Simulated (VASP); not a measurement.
Runs of VASP 6.6.1 on B. The structure is that of space group Fm-3m (No. 225), or close to it. The cells are those of the table. 

```csv
task,cell,k mesh,cutoff (eV),gap on the mesh (eV),pressure (GPa),relaxed volume (Å³/atom)
single point,"a = 2.010 Å, angles 60.0°, 1 atom",10 × 10 × 10,500,none,-0.3,-
relaxation of cell and atoms,"relaxed from a = 2.426 Å, angles 60.0°, 1 atom",10 × 10 × 10,500,none,0.4,5.73
relaxation of cell and atoms,"relaxed from a = 2.010 Å, angles 60.0°, 1 atom",24 × 24 × 24,600,none,0.2,5.73
single point,"a = 2.009 Å, angles 60.0°, 1 atom","24 × 24 × 24, shifted",520,none,0.2,-
single point,"a = 2.426 Å, angles 60.0°, 1 atom",8 × 8 × 8,520,none,(a),-
single point,"a = 2.009 Å, angles 60.0°, 1 atom",24 × 24 × 24,520,none,0.0,-
```

Alike in all rows: level PBE+D3(BJ); potentials or basis VASP PAW PBE potentials, release 64 (B); no spin polarisation; smearing gaussian 0.1 eV.

Question: Estimate the missing entries.

Answer: (a) -49.4.

Caveats: some runs use coarse meshes; pairwise dispersion overbinds metals, which lowers pressure and volume; the volume moved by over 15 % at a fixed basis, so the end points are rough (some runs).

A gap of «none» marks levels without a gap at the run's occupations.
